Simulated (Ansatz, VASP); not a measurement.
Ti in VASP and in Ansatz

```
Ti
1.0
     2.95000    0.00000    0.00000
    -1.47500    2.55477    0.00000
     0.00000    0.00000    4.68600
Ti
2
Direct
  0.33333 0.66667 0.25000
  0.66667 0.33333 0.75000
```

Alike in both runs: task relaxation of cell and atoms; functional PBE; k mesh 18 × 18 × 10; occupations gaussian, width 0.1 eV; no spin polarisation.

```csv
,VASP,Ansatz
version,VASP 6.6.1,Ansatz 0.2.0
potentials or method,"VASP PAW PBE potentials, release 64 (Ti_sv), cutoff 600 eV","scalar-relativistic, plane waves, PAW"
valence electrons in the cell,24,24
```

|  | VASP | Ansatz | Ansatz less VASP |
| --- | --- | --- | --- |
| gap on the k mesh at the Fermi level, each at its own relaxed structure (eV) | none | none | - |
| relaxed volume (Å³/atom) | 17.35 | 17.38 | +0.033 |
| relaxed length of the cell vector where the two differ most in proportion (Å) | 4.646 | 4.650 | +0.0042 |

A gap of «none» marks a metal or a gap that the smearing closes.
